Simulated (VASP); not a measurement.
# CuO (Cccm) in VASP: a series of runs, part 2 of 2

VASP 6.6.1. The steps go on from the part before.

### Step 3. Single point, r2SCAN

This run uses another cell than the first one, of 10.73 Å³/atom.

POSCAR

```
CuO
1.0
    2.0436427917     -2.0501604381      0.0000000000
    2.0436427917      2.0501604381      0.0000000000
    0.0000000000      0.0000000000      5.1231778790
Cu O
2 2
Direct
    0.5000000000      0.0000000000      0.0000000000
    0.0000000000      0.5000000000      0.5000000000
    0.5000000000      0.5000000000      0.2500000000
    0.5000000000      0.5000000000      0.7500000000
```

INCAR.step1

```
SYSTEM = CuO
ALGO = Normal
EDIFF = 1E-5
ENCUT = 900
GGA = PE
GGA_COMPAT = .False.
ISMEAR = -1
LASPH = .True.
LCHARG = .False.
LREAL = .False.
LWAVE = .True.
NBANDS = 33
NELM = 120
PREC = Accurate
SIGMA = 0.05
```

INCAR.step2

```
SYSTEM = CuO
ALGO = Normal
EDIFF = 1E-6
ENCUT = 900
GGA_COMPAT = .False.
ISIF = 2
ISMEAR = -1
ISTART = 1
LASPH = .True.
LCHARG = .False.
LMIXTAU = .True.
LREAL = .False.
LWAVE = .False.
METAGGA = R2SCAN
NBANDS = 33
NELM = 120
PREC = Accurate
SIGMA = 0.05
```

KPOINTS

```
k-points
0
Gamma
  9 9 5
  0 0 0
```

Potentials or basis: VASP PAW PBE potentials, release 64 (Cu_sv_GW, O).

Run with:

```
> cat potpaw_PBE.64/Cu_sv_GW/POTCAR potpaw_PBE.64/O/POTCAR > POTCAR
> cp INCAR.step1 INCAR
> mpirun -np 1 vasp_std > vasp.out
> cp INCAR.step2 INCAR
> mpirun -np 1 vasp_std > vasp.out
```

OUTCAR:

```text
SYSTEM = CuO
   EDIFF = 1E-6
   ENCUT = 900
   ISIF = 2
   ISMEAR = -1
   ISTART = 1
   LASPH = .True.
   LREAL = .False.
   METAGGA = R2SCAN
   NELM = 120
   PREC = Accurate

 ion  position               nearest neighbor table
   1  0.500  0.000  0.000-   3 1.93   4 1.93   3 1.93   4 1.93
   2  0.000  0.500  0.500-   3 1.93   4 1.93   3 1.93   4 1.93
   3  0.500  0.500  0.250-   1 1.93   2 1.93   1 1.93   2 1.93
   4  0.500  0.500  0.750-   1 1.93   2 1.93   1 1.93   2 1.93

  LATTYP: Found a base centered orthorhombic cell.
 ALAT       =     4.0872855834
 B/A-ratio  =     1.0031892298
 C/A-ratio  =     1.2534426025

[... 1062 lines left out ...]
  --------------------------------------------------------------------------------------
  -------------------------------------------------------------------------------------
  Total       -0.0602152     -0.0700677     -0.0430027      0.0000000      0.0000000      0.0000000
  in kB       -2.2472659     -2.6149665     -1.6048865      0.0000000      0.0000000      0.0000000
  external PRESSURE =      -2.1557063 kB  Pullay stress =       0.0000000 kB

 VOLUME and BASIS-vectors are now :
 -----------------------------------------------------------------------------
  energy-cutoff  :      900.00
  volume of cell :       42.93
      direct lattice vectors                 reciprocal lattice vectors
     2.043642792 -2.050160438  0.000000000     0.244661152 -0.243883352  0.000000000
     2.043642792  2.050160438  0.000000000     0.244661152  0.243883352  0.000000000
     0.000000000  0.000000000  5.123177879     0.000000000  0.000000000  0.195191349

 POSITION                                       TOTAL-FORCE (eV/Angst)
 -----------------------------------------------------------------------------------
      1.02182     -1.02508      0.00000         0.000000     -0.000000      0.000000
      1.02182      1.02508      2.56159         0.000000     -0.000000      0.000000
      2.04364      0.00000      1.28079         0.000000     -0.000000     -0.000000
      2.04364      0.00000      3.84238         0.000000      0.000000      0.000000
 -----------------------------------------------------------------------------------
    total drift:                                0.000000      0.000000     -0.000000

  FREE ENERGIE OF THE ION-ELECTRON SYSTEM (eV)
  ---------------------------------------------------
  free  energy   TOTEN  =       -36.7405616555 eV

  energy  without entropy=      -36.7214691661  energy(sigma->0) =      -36.73101541
```

OUTCAR.step1:

```text
SYSTEM = CuO
   EDIFF = 1E-5
   ENCUT = 900
   GGA = PE
   ISMEAR = -1
   LASPH = .True.
   LREAL = .False.
   NELM = 120
[... 1093 lines left out ...]
      1.02182      1.02508      2.56159         0.000000     -0.000000      0.000000
      2.04364      0.00000      1.28079         0.000000     -0.000000     -0.000000
      2.04364      0.00000      3.84238         0.000000      0.000000      0.000000
 -----------------------------------------------------------------------------------
    total drift:                                0.000000      0.000000     -0.000000

  FREE ENERGIE OF THE ION-ELECTRON SYSTEM (eV)
  ---------------------------------------------------
  free  energy   TOTEN  =       -19.8775404456 eV

  energy  without entropy=      -19.8584453265  energy(sigma->0) =      -19.86799289
```

OSZICAR.step1:

```text
N       E                     dE             d eps       ncg     rms          rms(c)
DAV:   1     0.111505527278E+04    0.11151E+04   -0.42138E+04  7648   0.629E+03
DAV:   2     0.932401292816E+02   -0.10218E+04   -0.98346E+03  8239   0.139E+03
DAV:   3    -0.207218348519E+02   -0.11396E+03   -0.11129E+03  9484   0.527E+02
DAV:   4    -0.258854719416E+02   -0.51636E+01   -0.51345E+01  8031   0.131E+02
DAV:   5    -0.261008021602E+02   -0.21533E+00   -0.21514E+00  8660   0.232E+01    0.178E+01
DAV:   6    -0.244898763156E+02    0.16109E+01   -0.48013E+01  8644   0.349E+02    0.167E+01
DAV:   7    -0.198172511418E+02    0.46726E+01   -0.16479E+01  8060   0.294E+02    0.395E+00
DAV:   8    -0.198958890214E+02   -0.78638E-01   -0.14668E+00  8116   0.132E+01    0.208E+00
DAV:   9    -0.198808553712E+02    0.15034E-01   -0.57452E-02  9236   0.120E+01    0.563E-01
DAV:  10    -0.198773001346E+02    0.35552E-02   -0.85819E-03  9411   0.498E+00    0.151E-01
DAV:  11    -0.198776009589E+02   -0.30082E-03   -0.15034E-03  7252   0.414E-01    0.738E-02
DAV:  12    -0.198775401457E+02    0.60813E-04   -0.26091E-04  6268   0.409E-01    0.139E-02
DAV:  13    -0.198775404456E+02   -0.29991E-06   -0.30939E-05  4508   0.205E-01
   1 F= -.19877540E+02 E0= -.19867993E+02  d E =-.190951E-01
```

It took 13 min on 1 thread of Intel Xeon Platinum 8124M at 3.00GHz (Skylake/Cascade Lake), shared host; peak memory 0.37 GiB.

Results:

| Property | Result |
| --- | --- |
| Free energy | -36.7406 eV |
| Pressure | -0.2 GPa |
| Band gap on the k mesh | zero (bands 25 and 26 overlap by 0.96 eV) |

Stress tensor (GPa, compression positive):
```
-0.22  0.00  0.00
 0.00 -0.26  0.00
 0.00  0.00 -0.16
```

Caveat: the PAW data sets were made with another functional, which shifts forces and pressure a little; semilocal functionals often make such compounds metallic where correlation or magnetic order opens a gap, which also shifts bond lengths.

### Step 4. Single point, PBEsol+U

This run uses another cell than the first one, of 10.80 Å³/atom.

INCAR

```
ALGO     = Normal         # electronic algorithm
EDIFF    = 1E-6           # SCF threshold, eV
ENCUT    = 820            # plane-wave cutoff, eV
GGA      = PS             # functional
GGA_COMPAT= False        
ISIF     = 2              # what is computed and relaxed
ISMEAR   = -1             # smearing method
LASPH    = True           # aspherical terms in the spheres
LCHARG   = False          # write CHGCAR
LDAU     = True           # DFT+U
LDAUJ    = 0 0          
LDAUL    = 2 -1           # shell
LDAUPRINT= 1            
LDAUTYPE = 2            
LDAUU    = 4 0            # U, eV
LMAXMIX  = 4              # l up to which the mixer works
LREAL    = False          # projectors in reciprocal space
LWAVE    = False          # write WAVECAR
NBANDS   = 33             # bands
NELM     = 200            # most SCF steps
PREC     = Accurate       # precision mode
SIGMA    = 0.05           # smearing width, eV
```

KPOINTS

```
k-points
0
Gamma
  9 9 5
```

POSCAR

```
CuO
1.0
    2.0476929754     -2.0637594561      0.0000000000
    2.0476929754      2.0637594561      0.0000000000
    0.0000000000      0.0000000000      5.1108592359
Cu O
2 2
Direct
    0.5000000000      0.0000000000      0.0000000000
    0.0000000000      0.5000000000      0.5000000000
    0.5000000000      0.5000000000      0.2500000000
    0.5000000000      0.5000000000      0.7500000000
```

Run with:

```
> cat potpaw_PBE.64/Cu_sv_GW/POTCAR potpaw_PBE.64/O/POTCAR > POTCAR
> mpirun -np 1 vasp_std > vasp.out
```

Run time: 3.9 min. Hardware: 1 thread of Intel Xeon Platinum 8259CL at 2.50GHz (Skylake/Cascade Lake), shared host; peak memory 0.34 GiB.

The run converged. Its results:

```yaml
Free_energy: -18.0295 eV
Pressure: -3.2 GPa
Band_gap_on_the_k_mesh: zero (bands 25 and 26 overlap by 1.01 eV)
```

Stress tensor (GPa, compression positive):
```
-3.02  0.00  0.00
 0.00 -3.10  0.00
 0.00  0.00 -3.53
```

Levels at points of the mesh, in eV from the Fermi level:
```tsv
k point	band 23	band 24	band 25	band 26	band 27	band 28
(0.00, 0.00, 0.00)	-2.55	-2.44	0.71	0.73	1.46	6.21
```

Eigenvalues of the final occupation matrices:
| site | spin | trace | eigenvalues |
| --- | --- | --- | --- |
| site 1 d | 1 | 4.48 | 0.75 0.91 0.94 0.94 0.95 |
| site 1 d | 2 | 4.48 | 0.75 0.91 0.94 0.94 0.95 |
| site 2 d | 1 | 4.48 | 0.75 0.91 0.94 0.94 0.95 |
| site 2 d | 2 | 4.48 | 0.75 0.91 0.94 0.94 0.95 |

Caveat: the cell stands under tension; the PAW data sets were made with another functional, which shifts forces and pressure a little; U without spin polarisation on a metal has little footing.

### Step 5. Single point, PBEsol

This run uses another cell than the first one, of 10.67 Å³/atom.

INCAR

```
PREC = Accurate
ENCUT = 820
EDIFF = 1E-6
ISMEAR = -1
SIGMA = 0.05
LREAL = False
LASPH = True
NELM = 120
ALGO = Normal
ISIF = 2
LWAVE = False
LCHARG = False
GGA = PS
NBANDS = 33
GGA_COMPAT = False
```

KPOINTS

```
Automatic mesh
0
Gamma
  9 9 5
```

POSCAR

```
CuO
1.0
    2.0439488176     -2.0509420733      0.0000000000
    2.0439488176      2.0509420733      0.0000000000
    0.0000000000      0.0000000000      5.0891113222
Cu O
2 2
Direct
    0.5000000000      0.0000000000      0.0000000000
    0.0000000000      0.5000000000      0.5000000000
    0.5000000000      0.5000000000      0.2500000000
    0.5000000000      0.5000000000      0.7500000000
```

Run with:

```
> cat potpaw_PBE.64/Cu_sv_GW/POTCAR potpaw_PBE.64/O/POTCAR > POTCAR
> mpirun -np 1 vasp_std > vasp.out
```

It took 5.8 min on 1 thread of AMD EPYC 7R43 (Zen 3), shared host; peak memory 0.29 GiB.

Results (log left out):

```
Free energy            : -21.6808 eV
Pressure               : -0.8 GPa
Band gap on the k mesh : zero (bands 25 and 26 overlap by 0.98 eV)
```

Stress tensor (GPa, compression positive):
```
-0.80  0.00  0.00
 0.00 -0.85  0.00
 0.00  0.00 -0.73
```

Levels at points of the mesh, in eV from the Fermi level:
```tsv
k point	band 23	band 24	band 25	band 26	band 27	band 28
(0.00, 0.00, 0.00)	-2.37	-1.97	0.72	0.73	1.44	5.97
```

Caveat: the PAW data sets were made with another functional, which shifts forces and pressure a little; semilocal functionals often make such compounds metallic where correlation or magnetic order opens a gap, which also shifts bond lengths. With open d or f shells a metallic result of PBEsol can be an artefact of self-interaction; +U or a hybrid may open a gap.

### Step 6. Overview

```csv
level,U,cell,cutoff (eV),gap on the mesh (eV),pressure (GPa)
r2SCAN+D3(BJ),-,"a = 2.878, b = 2.878, c = 5.119 Å, angles 90.0, 90.0, 90.2°, 4 atoms",900,none,-0.2
r2SCAN,-,"a = 2.895, b = 2.895, c = 5.123 Å, angles 90.0, 90.0, 90.2°, 4 atoms",900,none,-0.2
PBEsol+U,Cu d U = 4.0 eV,"a = 2.907, b = 2.907, c = 5.111 Å, angles 90.0, 90.0, 90.4°, 4 atoms",820,none,-3.2
PBEsol,-,"a = 2.896, b = 2.896, c = 5.089 Å, angles 90.0, 90.0, 90.2°, 4 atoms",820,none,-0.8
```

Alike in all rows: task single point; potentials or basis VASP PAW PBE potentials, release 64 (Cu_sv_GW, O); no spin polarisation; k mesh 9 × 9 × 5; smearing fermi-dirac 0.05 eV.

Caveats: the PAW data sets were made with another functional, which shifts forces and pressure a little; semilocal functionals often make such compounds metallic where correlation or magnetic order opens a gap, which also shifts bond lengths (at least some runs); the cell stands under tension (at least some runs); U without spin polarisation on a metal has little footing (at least some runs).

Total energies depend on the potentials used, so only differences within one code and one set of settings carry meaning.
